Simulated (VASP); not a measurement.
A run of VASP 6.6.1 is set up as follows.

INCAR

```
ALGO = Normal
EDIFF = 1E-7
ENCUT = 520
GGA = CA
ISIF = 2
ISMEAR = 0
ISPIN = 2
LASPH = True
LCHARG = False
LDAU = True
LDAUJ = 0 0
LDAUL = 2 -1
LDAUPRINT = 1
LDAUTYPE = 2
LDAUU = 4 0
LMAXMIX = 4
LORBIT = 11
LREAL = False
LWAVE = False
MAGMOM = 2.01 2.01 0.05 0.05
NBANDS = 32
NELM = 150
PREC = Accurate
SIGMA = 0.05
```

The input KPOINTS:

```
k-points
0
Gamma
  6 6 6
```

POSCAR

```
RuS
1.0
    0.0000000000      2.7642955000      2.7642955000
    5.5285910000      2.7642955000      2.7642955000
    5.5285910000      5.5285910000      0.0000000000
Ru S
2 2
Direct
    0.0000000000      0.0000000000      0.0000000000
    0.0000000000      0.0000000000      0.5000000000
    0.2500000000      0.2500000000      0.0000000000
    0.2500000000      0.2500000000      0.5000000000
```

Potentials or basis: VASP PAW LDA potentials, release 64 (Ru_pv, S).

Command:

```console
$ cat potpaw_LDA.64/Ru_pv/POTCAR potpaw_LDA.64/S/POTCAR > POTCAR
$ mpirun -np 1 vasp_std > vasp.out
```

What does it give for the net moment?

1.51 μB per cell.

Predict the site moments.

Ru +0.80; S -0.07 μB.

Eigenvalues of the final occupation matrices:
```csv
site,spin,trace,eigenvalues
site 1 d,1,3.46,0.64 0.64 0.64 0.78 0.78
site 1 d,2,2.67,0.36 0.36 0.36 0.80 0.80
site 2 d,1,3.46,0.64 0.64 0.64 0.78 0.78
site 2 d,2,2.67,0.36 0.36 0.36 0.80 0.80
```

Caveat: the cell stands under tension. The state reached can hang on the start; a lower one may exist.
